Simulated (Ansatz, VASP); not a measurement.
# HfC in VASP and in Ansatz

```
CELL_PARAMETERS angstrom
3.35667 0.00000 0.00000
-1.67834 2.90696 0.00000
0.00000 0.00000 4.91204
ATOMIC_POSITIONS crystal
Hf 0.66667 0.33333 0.76922
Hf 0.33333 0.66667 0.26922
C 0.00000 0.00000 0.98078
C 0.00000 0.00000 0.48078
```

Alike in both runs: task single point; functional PBE; k mesh 15 × 15 × 8; occupations gaussian, width 0.1 eV; no spin polarisation.

|  | VASP | Ansatz |
| --- | --- | --- |
| version | VASP 6.6.1 | Ansatz 0.2.0 |
| potentials or method | VASP PAW PBE potentials, release 64 (Hf_pv, C), cutoff 520 eV | scalar-relativistic, plane waves, PAW |
| valence electrons in the cell | 28 | 60 |

```tsv
	VASP	Ansatz	Ansatz less VASP
gap on the k mesh at the Fermi level (eV)	none	none	-
pressure (GPa)	13.6	14.0	+0.47
traceless stress, the component that is largest in VASP (GPa)	10.01	9.99	-0.024
rms of the force components (eV/Å)	0.883	0.873	-0.0109
```

Atom by atom the forces differ by 0.011 eV/Å (rms over components). A gap of «none» marks a metal or a gap that the smearing closes. With one functional, cell and mesh, what is left measures potentials, basis and numerics. VASP's potentials hold 28 valence electrons a cell and Ansatz's 60, so a difference there can come from the potentials and not from the codes.

Neither program's run includes spin-orbit coupling.
